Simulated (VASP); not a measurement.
## ZrB: single point with BLYP

The system is ZrB.

```
Zr B
1.0
     0.00000    2.37060    2.37060
     2.37060    0.00000    2.37060
     2.37060    2.37060    0.00000
Zr B
1 1
Direct
  0.00000 0.00000 0.00000
  0.50000 0.50000 0.50000
```

```yaml
Program: VASP 6.6.1
Task: single point
Functional: BLYP
Potentials_or_basis: VASP PAW PBE potentials, release 64 (Zr_sv, B)
Cutoff: 520 eV
k_mesh: 10 × 10 × 10
Occupations: methfessel-paxton, width 0.1 eV
Spin: non-collinear spin, zero start, spin-orbit coupling
Starting_moments: "[[0.0, 0.0, 0.0], [0.0, 0.0, 0.0]] μB"
Dipole_correction: no
Further_INCAR_settings: ALGO = Normal; EDIFF = 1e-07; NBANDS = 27
```

| Quantity | Value |
| --- | --- |
| Pressure | 26.5 GPa |
| Net moment | 0.00 μB per cell |
| Valence electrons inside the program's atomic spheres | Zr 10.01; B 1.91 |

Moments on the atoms (μB; x, y, z):
```
Zr  0.00 0.00 0.00
B   0.00 0.00 0.00
```

It took 2 min on 1 thread of Intel(R) Xeon(R) Platinum 8259CL CPU @ 2.50GHz (Skylake/Cascade Lake), on a shared host, peak memory 0.27 GiB.

Caveat: the cell stands under pressure; the PAW data sets were made with another functional, which shifts forces and pressure a little.
